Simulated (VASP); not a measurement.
# PbF2 (Fm-3m) in VASP: notebook, part 2 of 2

VASP 6.6.1.

## (3) Relaxation of cell and atoms, PBEsol, target pressure 30 GPa, at which the enthalpy is minimised

INCAR reads:

```
SYSTEM = PbF2
  PREC = Accurate
  ENCUT = 600
  EDIFF = 1E-7
  ISMEAR = -1
  SIGMA = 0.05
  LREAL = .False.
  LASPH = .True.
  NELM = 120
  ALGO = Normal
  ISIF = 3
  LWAVE = .False.
  LCHARG = .False.
  GGA = PS
  IBRION = 2
  NSW = 80
  EDIFFG = -0.005
  PSTRESS = 300.0
  GGA_COMPAT = .False.
  NELMIN = 4
```

KPOINTS reads:

```
Automatic mesh
0
Gamma
  8 8 8
  0 0 0
```

POSCAR reads:

```
PbF2
1.0
    0.0000000000      2.9636600000      2.9636600000
    2.9636600000      0.0000000000      2.9636600000
    2.9636600000      2.9636600000      0.0000000000
Pb F
1 2
Direct
    0.0000000000      0.0000000000      0.0000000000
    0.7500000000      0.7500000000      0.7500000000
    0.2500000000      0.2500000000      0.2500000000
```

Potentials or basis: VASP PAW PBE potentials, release 64 (Pb_d, F).

Launch:

```
cat potpaw_PBE.64/Pb_d/POTCAR potpaw_PBE.64/F/POTCAR > POTCAR
mpirun -np 1 vasp_std > vasp.out
```

OUTCAR:

```text
SYSTEM = PbF2
   PREC = Accurate
   ENCUT = 600
   EDIFF = 1E-7
   ISMEAR = -1
   LREAL = .False.
   LASPH = .True.
   NELM = 120
   ISIF = 3
   GGA = PS
   IBRION = 2
   NSW = 80
   EDIFFG = -0.005
   PSTRESS = 300.0
   NELMIN = 4

 ion  position               nearest neighbor table
   1  0.000  0.000  0.000-   2 2.57   2 2.57   2 2.57   3 2.57   3 2.57   3 2.57   3 2.57   2 2.57

   2  0.750  0.750  0.750-   1 2.57   1 2.57   1 2.57   1 2.57
   3  0.250  0.250  0.250-   1 2.57   1 2.57   1 2.57   1 2.57

  LATTYP: Found a face centered cubic cell.
 ALAT       =     5.9273200000

  Lattice vectors:

 A1 = (   0.0000000000,   2.9636600000,   2.9636600000)
 A2 = (   2.9636600000,   0.0000000000,   2.9636600000)
 A3 = (   2.9636600000,   2.9636600000,   0.0000000000)

[... 162 lines left out ...]
  volume of cell :       52.06
 maximum number of plane-waves:      1807
 NGX is ok and might be reduce to    36
   NGX = 17   NGY = 17   NGZ = 17

--------------------------------------- Ionic step        1  -------------------------------------------

 number of electron      28.0000008 magnetization

 Free energy of the ion-electron system (eV)
  ---------------------------------------------------
  ext. energy  EPLUGINS =         0.00000000
  ---------------------------------------------------
  free energy    TOTEN  =       -14.93783100 eV

  energy without entropy =      -14.93783100  energy(sigma->0) =      -14.93783100

 E-fermi :   2.9255     XC(G=0):  -9.6589

 val. band max:        1.7348327845   @ k =  -0.2500   0.5000   0.2500
 cond. band min:       6.0401785913   @ k =   0.5000   0.5000   0.0000
 fundamental gap:      4.3053458068
 Fermi energy:         2.9254501227
[... 1172 lines left out ...]
--------------------------------------- Ionic step        5  -------------------------------------------

 number of electron      28.0000006 magnetization

 Free energy of the ion-electron system (eV)
  ---------------------------------------------------
  ext. energy  EPLUGINS =         0.00000000
  ---------------------------------------------------
  free energy    TOTEN  =       -14.16447490 eV

  energy without entropy =      -14.16447490  energy(sigma->0) =      -14.16447490

 E-fermi :   6.4710     XC(G=0): -10.9760

 val. band max:        5.3096659186   @ k =  -0.2500   0.5000   0.2500
 cond. band min:       9.3738747779   @ k =   0.3750   0.3750   0.0000
 fundamental gap:      4.0642088592
 Fermi energy:         6.4710061772
[... 538 lines left out ...]
  energy  without entropy=      -14.1644748954  energy(sigma->0) =      -14.16447490

  enthalpy is  TOTEN    =        -6.5222582404 eV   P V=        7.6422166550

 reached required accuracy - stopping structural energy minimisation
```

OSZICAR:

```text
N       E                     dE             d eps       ncg     rms          rms(c)
DAV:   1     0.319126017452E+03    0.31913E+03   -0.16325E+04  1044   0.196E+03
DAV:   2     0.120212763833E+02   -0.30710E+03   -0.29712E+03  1196   0.482E+02
DAV:   3    -0.156180028236E+02   -0.27639E+02   -0.27316E+02  1188   0.158E+02
[... 55 lines left out ...]
DAV:   4    -0.141644702519E+02    0.60677E-04   -0.38546E-04  1198   0.356E-01    0.175E-02
DAV:   5    -0.141644772126E+02   -0.69607E-05   -0.53936E-05  1148   0.106E-01    0.956E-03
DAV:   6    -0.141644751895E+02    0.20231E-05   -0.97305E-06  1330   0.530E-02    0.331E-03
DAV:   7    -0.141644748672E+02    0.32231E-06   -0.17830E-06  1158   0.187E-02    0.509E-04
DAV:   8    -0.141644748955E+02   -0.28279E-07   -0.74953E-08   808   0.272E-03
   5 F= -.65222582E+01 E0= -.65222582E+01  d E =-.133266E+01
```

CONTCAR:

```text
PbF2
   1.00000000000000
     0.0000000000000000    2.7327058881069539    2.7327058881069539
     2.7327058881069539    0.0000000000000000    2.7327058881069539
     2.7327058881069539    2.7327058881069539   -0.0000000000000000
  Pb              F
     1     2
Direct
     0.0000000000000000    0.0000000000000000    0.0000000000000000
     0.7500000000000000    0.7500000000000000    0.7500000000000000
     0.2500000000000000    0.2500000000000000    0.2500000000000000

  0.00000000E+00  0.00000000E+00  0.00000000E+00
  0.00000000E+00  0.00000000E+00  0.00000000E+00
  0.00000000E+00  0.00000000E+00  0.00000000E+00
```

Run time: 3.5 min. Hardware: 1 thread of Intel Xeon 8259CL, shared host; peak memory 0.23 GiB.

Results:

```yaml
Free_energy: -14.1645 eV
Relaxed_volume: 13.60 Å³/atom
Relaxed_cell: a = 3.865 Å, b = 3.865 Å, c = 3.865 Å, α = 60.00°, β = 60.00°, γ = 60.00°
Space_group_after_relaxing_to_0.1_Å: Fm-3m (No. 225)
Energy_change_on_relaxing_the_run_minimises_the_enthalpy: +257.8 meV/atom
Ionic_steps: 5
Pressure_after_relaxing: 30.0 GPa
Band_gap_on_the_k_mesh: 4.06 eV (least direct gap 4.31 eV)
```

The path:
```csv
step,energy change (eV),largest force (eV/Å),pressure (GPa),volume (Å³)
1,0.0000,0.0000,-1.30,52.06
2,5.4372,0.0000,138.00,30.47
3,0.6490,0.0000,26.61,41.52
4,0.7355,0.0000,28.98,41.02
5,0.7734,0.0000,30.02,40.81
```

Final structure:
```xyz
3
Lattice="0.0000 2.7327 2.7327 2.7327 0.0000 2.7327 2.7327 2.7327 0.0000" Properties=species:S:1:pos:R:3 pbc="T T T"
Pb    0.0000    0.0000    0.0000
F     4.0991    4.0991    4.0991
F     1.3664    1.3664    1.3664
```

Levels at points of the mesh, in eV from the valence-band top:
```
           k point  band 11  band 12  band 13  band 14  band 15  band 16  band 17  band 18
(0.00, 0.00, 0.00)    -4.31    -3.85    -3.85    -3.85     6.59     6.59     6.59    10.83
(0.50, 0.00, 0.00)    -4.86    -3.93    -3.93    -0.18     4.59     8.20     8.20    13.27
(0.50, 0.50, 0.00)    -3.28    -3.16    -3.16    -0.20     4.11     7.91     8.59     8.59
```

Caveat: the cell is relaxed towards a set pressure, so the run minimises the enthalpy, not the energy; the volume moved by over 15 % at a fixed basis, so the end points are rough; the PAW data sets were made with another functional, which shifts forces and pressure a little; spin-orbit coupling is left out, which moves the levels of the heavy elements. A k mesh can miss the band edges.
